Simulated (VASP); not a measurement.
# ZnSe (rocksalt type) (Fm-3m) in VASP: notebook, part 2 of 2

VASP 6.6.1. The steps go on from the part before.

### 4 Electric field gradients, PBE

This run uses another cell than the first one, of 19.33 Å³/atom, 1.063 times its volume.

The input, INCAR:

```
SYSTEM = ZnSe
  ALGO = Normal
  EDIFF = 1E-8
  ENCUT = 520
  GGA = PE
  ISIF = 2
  ISMEAR = -1
  LASPH = .True.
  LCHARG = .False.
  LEFG = .True.
  LREAL = .False.
  LWAVE = .False.
  NBANDS = 16
  NELM = 100
  PREC = Accurate
  SIGMA = 0.08
```

The input, KPOINTS:

```
k-points
0
Gamma
  13 13 13
  0 0 0
```

The input, POSCAR:

```
ZnSe
1.0
    0.0000000000      2.6836173955      2.6836173955
    2.6836173955      0.0000000000      2.6836173955
    2.6836173955      2.6836173955      0.0000000000
Zn Se
1 1
Direct
    0.0000000000      0.0000000000      0.0000000000
    0.5000000000      0.5000000000      0.5000000000
```

Potentials or basis: VASP PAW PBE potentials, release 64 (Zn, Se).

The run is started by

```bash
$ cat potpaw_PBE.64/Zn/POTCAR potpaw_PBE.64/Se/POTCAR > POTCAR
$ mpirun -np 1 vasp_std > vasp.out
```

OUTCAR:

```text
SYSTEM = ZnSe
   EDIFF = 1E-8
   ENCUT = 520
   GGA = PE
   ISIF = 2
   ISMEAR = -1
   LASPH = .True.
   LREAL = .False.
   NELM = 100
   PREC = Accurate

 ion  position               nearest neighbor table
   1  0.000  0.000  0.000-   2 2.68   2 2.68   2 2.68   2 2.68   2 2.68   2 2.68
   2  0.500  0.500  0.500-   1 2.68   1 2.68   1 2.68   1 2.68   1 2.68   1 2.68

  LATTYP: Found a face centered cubic cell.
 ALAT       =     5.3672347910

  Lattice vectors:

 A1 = (   0.0000000000,   2.6836173955,   2.6836173955)
 A2 = (   2.6836173955,   0.0000000000,   2.6836173955)
 A3 = (   2.6836173955,   2.6836173955,   0.0000000000)

Analysis of symmetry for initial positions (statically):
=====================================================================
 Subroutine PRICEL returns:
 Original cell was already a primitive cell.

 Routine SETGRP: Setting up the symmetry group for a
 face centered cubic supercell.

 Subroutine GETGRP returns: Found 48 space group operations
 (whereof 48 operations were pure point group operations)
 out of a pool of 48 trial point group operations.

The static configuration has the point symmetry O_h .

Analysis of symmetry for dynamics (positions and initial velocities):
=====================================================================
 Subroutine PRICEL returns:
 Original cell was already a primitive cell.

 Routine SETGRP: Setting up the symmetry group for a
 face centered cubic supercell.

 Subroutine GETGRP returns: Found 48 space group operations
 (whereof 48 operations were pure point group operations)
 out of a pool of 48 trial point group operations.

The dynamic configuration has the point symmetry O_h .

 Subroutine INISYM returns: Found 48 space group operations
 (whereof 48 operations are pure point group operations),
 and found     1 'primitive' translations

----------------------------------------------------------------------------------------

                                     Primitive cell

  volume of cell :      38.6538

  direct lattice vectors                    reciprocal lattice vectors
     0.000000000  2.683617395  2.683617395    -0.186315680  0.186315680  0.186315680
     2.683617395  0.000000000  2.683617395     0.186315680 -0.186315680  0.186315680
     2.683617395  2.683617395  0.000000000     0.186315680  0.186315680 -0.186315680

  length of vectors
     3.795208117  3.795208117  3.795208117     0.322708224  0.322708224  0.322708224

  position of ions in fractional coordinates (direct lattice)
     0.000000000  0.000000000  0.000000000
     0.500000000  0.500000000  0.500000000

  ion indices of the primitive-cell ions
   primitive index   ion index
                 1           1
                 2           2

----------------------------------------------------------------------------------------

 KPOINTS: k-points

Automatic generation of k-mesh.
[... 71 lines left out ...]
   NFREE  =      0    steps in history (QN), initial steepest desc. (CG)
   ISIF   =      2    stress and relaxation
   ISYM   =      2    0-nonsym 1-usesym 2-fastsym
   POTIM  = 0.5000    time-step for ionic-motion
   TEBEG  =    0.0;   TEEND  =   0.0 temperature during run
   PSTRESS=    0.0 pullay stress
   NELECT =      18.0000    total number of electrons
   NUPDOWN=      -1.0000    fix difference up-down
   EMIN   =  10.00;   EMAX   =-10.00  energy-range for DOS
   EFERMI =   0.00;   METHOD = LEGACY
   ISMEAR =    -1;   SIGMA  =   0.08  broadening in eV -4-tet -1-fermi 0-gaus
   EFERMI_NEDOS =   21; number of points for ismear=-14 and -15
   IALGO  =     38    algorithm
   IMIX   =      4    mixing-type and parameters
     AMIX     =   0.40;   BMIX     =  1.00
     AMIX_MAG =   1.60;   BMIX_MAG =  1.00
  volume/ion in A,a.u.               =      19.33       130.42
  Fermi-wavevector in a.u.,A,eV,Ry     =   1.268922  2.397916 21.907613  1.610164
  Thomas-Fermi vector in A             =   2.401991
   LORBIT       =      0    0 simple, 1 ext, 2 COOP (PROOUT), +10 PAW based schemes
   GGA     = PE    functional components
   LHFCALC =     F    Hartree Fock is set to
   AEXX    =    0.0000 exact exchange contribution
   IVDW    =     0    specifies the selected vdW correction
   LEPSILON=     F    determine dielectric tensor
   LRPA    =     F    only Hartree local field effects (RPA)
 non-spin polarized calculation
  energy-cutoff  :      520.00
  volume of cell :       38.65
 maximum number of plane-waves:      1056
   NGX = 15   NGY = 15   NGZ = 15

 number of electron      18.0000013 magnetization

 Free energy of the ion-electron system (eV)
  ---------------------------------------------------
  ext. energy  EPLUGINS =         0.00000000
  ---------------------------------------------------
  free energy    TOTEN  =        -5.42429853 eV

  energy without entropy =       -5.41220544  energy(sigma->0) =       -5.41825199

 E-fermi :   3.0992     XC(G=0): -10.4133

 val. band max:        3.0644525273   @ k =  -0.3077   0.0769   0.0000
 cond. band min:       3.1102337986   @ k =  -0.1538   0.1538   0.0000
 fundamental gap:      0.0457812713
 Fermi energy:         3.0992185537

 k-point     1 :       0.0000    0.0000    0.0000
  band No.  band energies     occupation
      1     -10.6915      2.00000
      2      -3.4672      2.00000
      3      -3.4672      2.00000
      4      -3.4486      2.00000
      5      -3.4486      2.00000
      6      -3.4486      2.00000
[... 433 lines left out ...]
      3      -3.6248      2.00000
      4      -3.6186      2.00000
      5      -3.3541      2.00000
      6      -3.3350      2.00000
[... 8 lines left out ...]
     15      17.0704      0.00000
     16      17.5906      0.00000

 [... further k-points ...]

------------------------ aborting loop because EDIFF is reached ----------------------------------------

  FORCE on cell =-STRESS in cart. coord.  units (eV):
  Direction    XX          YY          ZZ          XY          YZ          ZX
  --------------------------------------------------------------------------------------
  -------------------------------------------------------------------------------------
  Total        0.0586080      0.0586080      0.0586080      0.0000000      0.0000000      0.0000000
  in kB        2.4292679      2.4292679      2.4292679      0.0000000      0.0000000      0.0000000
  external PRESSURE =       2.4292679 kB  Pullay stress =       0.0000000 kB

 VOLUME and BASIS-vectors are now :
 -----------------------------------------------------------------------------
  energy-cutoff  :      520.00
  volume of cell :       38.65
      direct lattice vectors                 reciprocal lattice vectors
     0.000000000  2.683617395  2.683617395    -0.186315680  0.186315680  0.186315680
     2.683617395  0.000000000  2.683617395     0.186315680 -0.186315680  0.186315680
     2.683617395  2.683617395  0.000000000     0.186315680  0.186315680 -0.186315680

 POSITION                                       TOTAL-FORCE (eV/Angst)
 -----------------------------------------------------------------------------------
      0.00000      0.00000      0.00000         0.000000      0.000000      0.000000
      2.68362      2.68362      2.68362        -0.000000      0.000000     -0.000000
 -----------------------------------------------------------------------------------
    total drift:                               -0.000000      0.000000      0.000000

  FREE ENERGIE OF THE ION-ELECTRON SYSTEM (eV)
  ---------------------------------------------------
  free  energy   TOTEN  =        -5.4242985339 eV

  energy  without entropy=       -5.4122054417  energy(sigma->0) =       -5.41825199

 Electric field gradients (V/A^2)
---------------------------------------------------------------------
 ion       V_xx      V_yy      V_zz      V_xy      V_xz      V_yz
---------------------------------------------------------------------
   1       0.000    -0.000     0.000    -0.002    -0.002    -0.002
   2       0.000    -0.000    -0.000     0.000     0.000     0.000
---------------------------------------------------------------------

 Electric field gradients after diagonalization (V/A^2)
 (convention: |V_zz| > |V_xx| > |V_yy|)
----------------------------------------------------------------------
 ion       V_xx      V_yy      V_zz     asymmetry (V_yy - V_xx)/ V_zz
----------------------------------------------------------------------
   1       0.002     0.002    -0.004       0.000
   2      -0.000    -0.000     0.000       0.000
----------------------------------------------------------------------

           NMR quadrupolar parameters

 Cq : quadrupolar parameter    Cq=e*Q*V_zz/h
 eta: asymmetry parameters     (V_yy - V_xx)/ V_zz
 Q  : nuclear electric quadrupole moment in mb (millibarn)
----------------------------------------------------------------------
 ion       Cq(MHz)       eta       Q (mb)
----------------------------------------------------------------------
   1      -0.000       0.000       1.000
   2       0.000       0.000       1.000
----------------------------------------------------------------------
```

OSZICAR:

```text
N       E                     dE             d eps       ncg     rms          rms(c)
DAV:   1     0.843787961616E+02    0.84379E+02   -0.89041E+03  2688   0.135E+03
DAV:   2    -0.990877291345E+00   -0.85370E+02   -0.80003E+02  3104   0.254E+02
DAV:   3    -0.573062758035E+01   -0.47398E+01   -0.47084E+01  3200   0.577E+01
DAV:   4    -0.576244142724E+01   -0.31814E-01   -0.31810E-01  3320   0.500E+00
DAV:   5    -0.576256788861E+01   -0.12646E-03   -0.12646E-03  3304   0.299E-01    0.437E+00
DAV:   6    -0.544652480203E+01    0.31604E+00   -0.58364E-01  3728   0.229E+01    0.340E+00
DAV:   7    -0.542624354609E+01    0.20281E-01   -0.11984E-01  3192   0.341E+00    0.150E+00
DAV:   8    -0.542439438869E+01    0.18492E-02   -0.37821E-03  3552   0.705E-01    0.434E-01
DAV:   9    -0.542427019525E+01    0.12419E-03   -0.10278E-03  3496   0.281E-01    0.508E-02
DAV:  10    -0.542429979131E+01   -0.29596E-04   -0.87737E-05  3344   0.889E-02    0.142E-02
DAV:  11    -0.542429861443E+01    0.11769E-05   -0.10829E-05  3800   0.490E-02    0.286E-03
DAV:  12    -0.542429866162E+01   -0.47190E-07   -0.13539E-06  3248   0.879E-03    0.108E-03
DAV:  13    -0.542429850572E+01    0.15590E-06   -0.65950E-08  3248   0.212E-03    0.322E-04
DAV:  14    -0.542429852841E+01   -0.22687E-07   -0.33991E-09  2096   0.577E-04    0.101E-04
DAV:  15    -0.542429853395E+01   -0.55391E-08   -0.83605E-10  1728   0.270E-04
   1 F= -.54242985E+01 E0= -.54182520E+01  d E =-.120931E-01
```

Run time: 58 s. Hardware: 1 thread of Intel Xeon Platinum 8259CL at 2.50GHz (Skylake/Cascade Lake), shared host; peak memory 0.19 GiB.

Results:

```yaml
Free_energy: -5.4243 eV
Pressure: 0.2 GPa
Band_gap_on_the_k_mesh: zero (band 9 reaches 3.12 eV, above the bottom of band 10 at 2.17 eV)
```

Caveat: without QUAD_EFG the Cq values of the log hold for a quadrupole moment of 1 mb, not for the nuclei.

### 5 Electric field gradients, PBE (volume scaled by 1.03)

The input, INCAR:

```
SYSTEM = ZnSe
ALGO     = Normal         ! electronic algorithm
EDIFF    = 1E-8           ! SCF threshold, eV
ENCUT    = 520            ! plane-wave cutoff, eV
GGA      = PE             ! functional
ISIF     = 2              ! what is computed and relaxed
ISMEAR   = -1             ! smearing method
LASPH    = .True.         ! aspherical terms in the spheres
LCHARG   = .False.        ! write CHGCAR
LEFG     = .True.       
LREAL    = .False.        ! projectors in reciprocal space
LWAVE    = .False.        ! write WAVECAR
NBANDS   = 16             ! bands
NELM     = 60             ! most SCF steps
PREC     = Accurate       ! precision mode
SIGMA    = 0.08           ! smearing width, eV
```

KPOINTS is that of step 4.

The input, POSCAR:

```
ZnSe
1.0
    0.0000000000      2.7101895929      2.7101895929
    2.7101895929      0.0000000000      2.7101895929
    2.7101895929      2.7101895929      0.0000000000
Zn Se
1 1
Direct
    0.0000000000      0.0000000000      0.0000000000
    0.5000000000      0.5000000000      0.5000000000
```

Potentials or basis: VASP PAW PBE potentials, release 64 (Zn, Se).

The run is started by

```bash
$ cat potpaw_PBE.64/Zn/POTCAR potpaw_PBE.64/Se/POTCAR > POTCAR
$ mpirun -np 1 vasp_std > vasp.out
```

OUTCAR:

```text
SYSTEM = ZnSe
   EDIFF = 1E-8
   ENCUT = 520
   GGA = PE
   ISIF = 2
   ISMEAR = -1
   LASPH = .True.
   LREAL = .False.
   NELM = 60
   PREC = Accurate

 ion  position               nearest neighbor table
   1  0.000  0.000  0.000-   2 2.71   2 2.71   2 2.71   2 2.71   2 2.71   2 2.71
   2  0.500  0.500  0.500-   1 2.71   1 2.71   1 2.71   1 2.71   1 2.71   1 2.71

  LATTYP: Found a face centered cubic cell.
 ALAT       =     5.4203791858

  Lattice vectors:

 A1 = (   0.0000000000,   2.7101895929,   2.7101895929)
[... 669 lines left out ...]
  ---------------------------------------------------
  free  energy   TOTEN  =        -5.4187627654 eV

  energy  without entropy=       -5.4063147922  energy(sigma->0) =       -5.41253878

 Electric field gradients (V/A^2)
---------------------------------------------------------------------
 ion       V_xx      V_yy      V_zz      V_xy      V_xz      V_yz
---------------------------------------------------------------------
   1      -0.000     0.000     0.000     0.003     0.003     0.003
   2      -0.000    -0.000     0.000    -0.000    -0.000    -0.000
---------------------------------------------------------------------

 Electric field gradients after diagonalization (V/A^2)
 (convention: |V_zz| > |V_xx| > |V_yy|)
----------------------------------------------------------------------
 ion       V_xx      V_yy      V_zz     asymmetry (V_yy - V_xx)/ V_zz
----------------------------------------------------------------------
   1      -0.003    -0.003     0.007       0.000
   2       0.000     0.000    -0.000       0.000
----------------------------------------------------------------------

           NMR quadrupolar parameters

 Cq : quadrupolar parameter    Cq=e*Q*V_zz/h
 eta: asymmetry parameters     (V_yy - V_xx)/ V_zz
 Q  : nuclear electric quadrupole moment in mb (millibarn)
----------------------------------------------------------------------
 ion       Cq(MHz)       eta       Q (mb)
----------------------------------------------------------------------
   1       0.000       0.000       1.000
   2      -0.000       0.000       1.000
----------------------------------------------------------------------
```

It took 74 s on 1 thread of Intel Xeon Platinum 8259CL at 2.50GHz (Skylake/Cascade Lake), shared host; peak memory 0.2 GiB.

What came out:

```
Free energy            : -5.4188 eV
Pressure               : -1.7 GPa
Band gap on the k mesh : zero (band 9 reaches 2.84 eV, above the bottom of band 10 at 1.91 eV)
```

Caveat: the cell differs from its parent crystal (volume scaled by 1.03); without QUAD_EFG the Cq values of the log hold for a quadrupole moment of 1 mb, not for the nuclei.

### 6 Summary

| cell | gap on the mesh (eV) | pressure (GPa) |
| --- | --- | --- |
| a = 3.718 Å, angles 60.0°, 2 atoms | none | 5.3 |
| a = 3.757 Å, angles 60.0°, 2 atoms | none | 2.6 |
| a = 3.795 Å, angles 60.0°, 2 atoms | none | 0.2 |
| a = 3.833 Å, angles 60.0°, 2 atoms | none | -1.7 |

Alike in all rows: task electric field gradients; level PBE; potentials or basis VASP PAW PBE potentials, release 64 (Zn, Se); no spin polarisation; k mesh 13 × 13 × 13; cutoff (eV) 520; smearing fermi-dirac 0.08 eV.

Total energies depend on the potentials used, so only differences within one code and one set of settings carry meaning.
